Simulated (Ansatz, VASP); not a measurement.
**BN: VASP beside Ansatz**

Contents of INCAR:

```
SYSTEM = BN
PREC = Accurate
ENCUT = 520
EDIFF = 1E-7
ISMEAR = 0
SIGMA = 0.02
LREAL = .FALSE.
LASPH = .TRUE.
NELM = 80
ALGO = Normal
ISIF = 2
LWAVE = .FALSE.
LCHARG = .FALSE.
GGA = PE
NBANDS = 16
```

KPOINTS

```
Automatic mesh
0
G
  12 12 4
  0 0 0
```

POSCAR

```
BN
1.0
    2.5121777594      0.0000000029      0.0000000000
   -1.2560888822      2.1756097570      0.0000000000
    0.0000000000      0.0000000000      8.3440148055
B N
2 2
Direct
    0.3333333333      0.6666666667      0.2500000000
    0.6666666667      0.3333333333      0.7500000000
    0.3333333333      0.6666666667      0.7500000000
    0.6666666667      0.3333333333      0.2500000000
```

Input for Ansatz:

```yaml
crystal:
  lattice:
    - [2.5121778164, 2.9e-09, 0.0]
    - [-1.2560889107, 2.1756098064, 0.0]
    - [0.0, 0.0, 8.344015424]
  atoms:
    - { symbol: B, position: [0.3333333333, 0.6666666667, 0.25] }
    - { symbol: B, position: [0.6666666667, 0.3333333333, 0.75] }
    - { symbol: "N", position: [0.3333333333, 0.6666666667, 0.75] }
    - { symbol: "N", position: [0.6666666667, 0.3333333333, 0.25] }
basis:
  ecutwfc: 420
kpoints:
  mp_grid: { grid: [12, 12, 4] }
  band_path: { path: [VBM, CBM], npoints: 2 }
hamiltonian:
  xc: pbe
scf:
  occupations: { method: gaussian, width: 0.02 }
output:
  forces: false
  stress: false
  eigenvalues: true
checkpoint:
  read: start.run
  write: ck
  compress: false
  write_wavefunctions: false
  write_every: 100000
```

Alike in both runs: task single point; functional PBE; k mesh 12 × 12 × 4; occupations gaussian, width 0.02 eV; no spin polarisation.

|  | VASP | Ansatz |
| --- | --- | --- |
| version | VASP 6.6.1 | Ansatz 0.2.0 |
| potentials or method | VASP PAW PBE potentials, release 64 (B, N), cutoff 520 eV | scalar-relativistic, plane waves, PAW |
| valence electrons in the cell | 16 | 16 |

|  | VASP | Ansatz | Ansatz less VASP |
| --- | --- | --- | --- |
| gap on the k mesh at the Fermi level (eV) | 4.40 | 4.40 | +0.002 |
| least direct gap on the mesh (eV) | 4.66 | 4.66 | +0.003 |

The functional is the same, so the differences come from potentials, cutoffs and numerics.
